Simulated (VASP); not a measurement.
Wanted: the native input for a VASP 6.6.1 run.

```
Task                   : single point
Functional             : PBE
Potentials or basis    : VASP PAW PBE potentials, release 64 (Mg, F)
Cutoff                 : 520 eV
k mesh                 : 3 × 2 × 3
Occupations            : fermi-dirac, width 0.05 eV
Spin                   : no spin polarisation
Dipole correction      : no
Further INCAR settings : ALGO = Normal; EDIFF = 1e-06; NBANDS = 28
```

The structure of Mg12F (a cell with a defect) lies in POSCAR:

```
Mg12F
1.0
    6.4200000000      0.0000000000      0.0000000000
   -4.8150000000      8.3398250000      0.0000000000
    0.0000000000      0.0000000000      5.2130400000
Mg F
12 1
Direct
    0.0029987875      0.0042591221      0.0136335856
    0.1723296107      0.2253762609      0.5009324663
    0.0016818605      0.3306995712      0.0094982678
    0.1611437046      0.5475665367      0.5106688785
   -0.0052351616      0.6636043495     -0.0059188723
    0.1626439201      0.8939175689      0.5174848300
    0.5064013120      0.0080504496     -0.0078539782
    0.6655308018      0.2240774120      0.4912760255
    0.4967022335      0.3311301748      0.0009511575
    0.6637706640      0.5524093487      0.4895867625
    0.5062273272      0.6633877409     -0.0141141583
    0.6746993274      0.8931511468      0.5085515859
    0.3216300122      0.7723837179      0.2313405492
```

One way to write it, as run:

INCAR

```
ALGO = Normal
EDIFF = 1E-6
ENCUT = 520
GGA = PE
ISIF = 2
ISMEAR = -1
LASPH = T
LCHARG = T
LELF = T
LREAL = F
LVHAR = T
LWAVE = F
NBANDS = 28
NELM = 60
PREC = Accurate
SIGMA = 0.05
```

KPOINTS

```
k-points
0
Gamma
  3 2 3
```

Potentials or basis: VASP PAW PBE potentials, release 64 (Mg, F).

Command:

```console
$ cat potpaw_PBE.64/Mg/POTCAR potpaw_PBE.64/F/POTCAR > POTCAR
$ mpirun -np 1 vasp_std > vasp.out
```

It gave:

```json
{
 "Pressure": "0.3 GPa",
 "Largest force": "0.036 eV/Å",
 "Band gap on the k mesh": "zero (an odd number of electrons rules out a gap without spin polarisation)"
}
```

Caveat: the k points lie up to 0.40 Å⁻¹ apart, too coarse for converged energies and pressures of a metal; an odd number of electrons without spin polarisation forces a metal; a magnetic or distorted state may lie lower.

Run time: 86 s on 1 thread of Intel(R) Xeon(R) Platinum 8488C (Sapphire Rapids), on a shared host, peak memory 0.38 GiB.
